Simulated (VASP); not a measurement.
Here is a VASP 6.6.1 calculation.

File INCAR:

```
PREC = Accurate ; ENCUT = 600
EDIFF = 1E-6 ; ISMEAR = 0
SIGMA = 0.1 ; LREAL = False
LASPH = True ; NELM = 120
ALGO = Normal ; ISIF = 2
LWAVE = False ; LCHARG = True
GGA = PE ; LELF = True
LVHAR = True ; NBANDS = 40
GGA_COMPAT = False
```

The input KPOINTS:

```
Automatic mesh
0
Gamma
  6 4 2
```

The input POSCAR:

```
ScAl5N6
1.0
    2.9253223494      0.0000000000      0.0000000000
    0.0000000000      4.2010671333      0.0000000000
    0.0000000000      0.0000000000      8.7931030509
Sc Al N
1 5 6
Direct
    0.5000000000      0.5000000000      0.5000000000
    0.0000000000      0.0000000000      0.0000000000
    0.0000000000      0.0000000000      0.3264870844
    0.0000000000      0.0000000000      0.6735129156
    0.5000000000      0.5000000000      0.8380667590
    0.5000000000      0.5000000000      0.1619332410
    0.0000000000      0.5000000000      0.3178365433
    0.0000000000      0.5000000000      0.6821634567
    0.5000000000      0.0000000000      0.8359549879
    0.0000000000      0.5000000000      0.0000000000
    0.5000000000      0.0000000000      0.1640450121
    0.5000000000      0.0000000000      0.5000000000
```

Potentials or basis: VASP PAW PBE potentials, release 64 (Sc_sv, Al, N).

Command:

```bash
$ cat potpaw_PBE.64/Sc_sv/POTCAR potpaw_PBE.64/Al/POTCAR potpaw_PBE.64/N/POTCAR > POTCAR
$ mpirun -np 1 vasp_std > vasp.out
```

Task: What does it give for the pressure?

Result: 0.0 GPa.

Task: Estimate the largest force.

Result: 0.075 eV/Å.

Task: Estimate the band gap on the k mesh.

Result: 1.87 eV.

Forces on the atoms (eV/Å):
```
Sc   0.000  0.000  0.000
Al   0.000  0.000  0.000
Al   0.000  0.000 -0.006
Al   0.000  0.000  0.006
Al   0.000  0.000  0.002
Al   0.000  0.000 -0.002
N    0.000  0.000 -0.075
N    0.000  0.000  0.075
N    0.000  0.000  0.001
N    0.000  0.000  0.000
N    0.000  0.000 -0.001
N    0.000  0.000  0.000
```

A k mesh can miss the band edges.
